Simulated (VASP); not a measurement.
Wanted: the native input for a VASP 6.6.1 run.

```yaml
Task: single point
Functional: PBE-based screened hybrid with 25 % exact exchange
Potentials_or_basis: VASP PAW PBE potentials, release 64 (Se)
Cutoff: 520 eV
k_mesh: 4 × 4 × 3
Occupations: fermi-dirac, width 0.05 eV
Spin: no spin polarisation
Dipole_correction: no
Grid_for_exact_exchange_PRECFOCK: Normal
Share_of_exact_exchange: 0.25
Further_INCAR_settings: ALGO = Normal; EDIFF = 1e-06; NBANDS = 16
Screening_parameter: 0.2 1/Å
```

Crystal: Se.

```
CELL_PARAMETERS angstrom
4.35517 0.00000 0.00000
-2.17759 3.77169 0.00000
0.00000 0.00000 4.94945
ATOMIC_POSITIONS crystal
Se 0.78300 0.78300 0.50000
Se 0.00000 0.21700 0.83333
Se 0.21700 0.00000 0.16667
```

The input as run:

POSCAR

```
Se
1.0
    4.3551700000      0.0000000000      0.0000000000
   -2.1775850000      3.7716878578      0.0000000000
    0.0000000000      0.0000000000      4.9494500000
Se
3
Direct
    0.7830000000      0.7830000000      0.5000000000
    0.0000000000      0.2170000000      0.8333333333
    0.2170000000      0.0000000000      0.1666666667
```

INCAR.step1

```
SYSTEM = Se
PREC = Accurate ; ENCUT = 520
EDIFF = 1E-5 ; ISMEAR = -1
SIGMA = 0.05 ; LREAL = .False.
LASPH = .True. ; NELM = 80
ALGO = Normal ; ISIF = 2
LWAVE = .True. ; LCHARG = .False.
NBANDS = 16 ; GGA = PE
```

INCAR.step2

```
SYSTEM = Se
PREC = Accurate ; ENCUT = 520
EDIFF = 1E-6 ; ISMEAR = -1
SIGMA = 0.05 ; LREAL = .False.
LASPH = .True. ; NELM = 80
ALGO = Normal ; ISIF = 2
LWAVE = .False. ; LCHARG = .False.
GGA = PE ; LHFCALC = .True.
AEXX = 0.25 ; HFSCREEN = 0.2
PRECFOCK = Normal ; NBANDS = 16
ISTART = 1
```

KPOINTS

```
Automatic mesh
0
Gamma
  4 4 3
  0 0 0
```

Potentials or basis: VASP PAW PBE potentials, release 64 (Se).

Run with:

```sh
$ cat potpaw_PBE.64/Se/POTCAR > POTCAR
$ cp INCAR.step1 INCAR
$ mpirun -np 1 vasp_std > vasp.out
$ cp INCAR.step2 INCAR
$ mpirun -np 1 vasp_std > vasp.out
```

Results of the run:

The pressure is 3.3 GPa, the largest force is 0.567 eV/Å and the band gap on the k mesh is 2.61 eV (least direct gap 2.87 eV).

Caveat: the k points lie up to 0.42 Å⁻¹ apart; the PAW data sets were made with another functional, which shifts forces and pressure a little; an odd mesh through Γ misses points on the zone boundary, where band edges can lie.

Wall time 13 min on 1 thread of Intel(R) Xeon(R) Platinum 8375C CPU @ 2.90GHz (Ice Lake) (shared host), peak memory 0.29 GiB.
